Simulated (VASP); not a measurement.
Input of a VASP 6.6.1 run:

The input INCAR:

```
SYSTEM = AlCu3
ALGO = Normal
EDIFF = 1E-8
ENCUT = 520
IBRION = 6
ISIF = 2
ISMEAR = -1
LASPH = .True.
LCHARG = .False.
LMIXTAU = .True.
LREAL = .False.
LWAVE = .False.
METAGGA = R2SCAN
NELM = 100
NFREE = 2
NSW = 1
POTIM = 0.015
PREC = Accurate
SIGMA = 0.15
```

The input KPOINTS:

```
k-points
0
Gamma
  12 12 12
  0 0 0
```

Contents of POSCAR:

```
AlCu3
1.0
    0.0000000000      2.8911914530      2.8911914530
    2.8911914530      0.0000000000      2.8911914530
    2.8911914530      2.8911914530      0.0000000000
Al Cu
1 3
Direct
    0.0000000000      0.0000000000      0.0000000000
    0.5000000000      0.5000000000      0.5000000000
    0.2500000000      0.2500000000      0.2500000000
    0.7500000000      0.7500000000      0.7500000000
```

Potentials or basis: VASP PAW PBE potentials, release 64 (Al, Cu).

Launch:

```sh
$ cat potpaw_PBE.64/Al/POTCAR potpaw_PBE.64/Cu/POTCAR > POTCAR
$ mpirun -np 1 vasp_std > vasp.out
```

Question: What does it give for the highest phonon frequency at Γ?

Answer: 300 cm⁻¹.

Phonon frequencies in cm⁻¹ (negative: imaginary):
```tsv
q point	frequencies
(0.000, 0.000, 0.000)	-3 -3 -3 160 160 160 190 190 190 300 300 300
```
